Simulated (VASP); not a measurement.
A run of VASP 6.6.1:

Contents of INCAR:

```
SYSTEM = B4N3
ALGO     = Normal         ! electronic algorithm
EDIFF    = 1E-6           ! SCF threshold, eV
ENCUT    = 600            ! plane-wave cutoff, eV
GGA      = PE             ! functional
GGA_COMPAT= .FALSE.      
ISIF     = 2              ! what is computed and relaxed
ISMEAR   = 0              ! smearing method
LASPH    = .TRUE.         ! aspherical terms in the spheres
LCHARG   = .TRUE.         ! write CHGCAR
LELF     = .TRUE.         ! ELF
LREAL    = .FALSE.        ! projectors in reciprocal space
LVHAR    = .TRUE.       
LWAVE    = .FALSE.        ! write WAVECAR
NBANDS   = 22             ! bands
NELM     = 120            ! most SCF steps
PREC     = Accurate       ! precision mode
SIGMA    = 0.1            ! smearing width, eV
```

The input KPOINTS:

```
k-points
0
G
  4 4 6
  0 0 0
```

POSCAR

```
B4N3
1.0
    2.4631752088     -4.1935376920      0.0000000000
    2.4631752088      4.1935376920      0.0000000000
   -1.6366397710      0.0000000000      2.8839830948
B N
4 3
Direct
    0.0533834331      0.5451335894      0.6670381734
    0.4548664106      0.9466165669      0.3329618266
    0.4938894276      0.5061105724      0.5000000000
    0.0008945420      0.9991054580      0.5000000000
    0.8323180878      0.1676819122      0.5000000000
    0.8446708707      0.6800796743      0.5437470006
    0.3199203257      0.1553291293      0.4562529994
```

Potentials or basis: VASP PAW PBE potentials, release 64 (B, N).

Run with:

```bash
$ cat potpaw_PBE.64/B/POTCAR potpaw_PBE.64/N/POTCAR > POTCAR
$ mpirun -np 1 vasp_std > vasp.out
```

Hardware: 1 thread of Intel(R) Xeon(R) 6975P-C (Granite Rapids), with other jobs on the host.

Estimate the wall time of this run.

Run time: 23 s on 1 thread of Intel(R) Xeon(R) 6975P-C (Granite Rapids) (shared host), peak memory 0.21 GiB. Counts: scf iterations 14, k points 34.
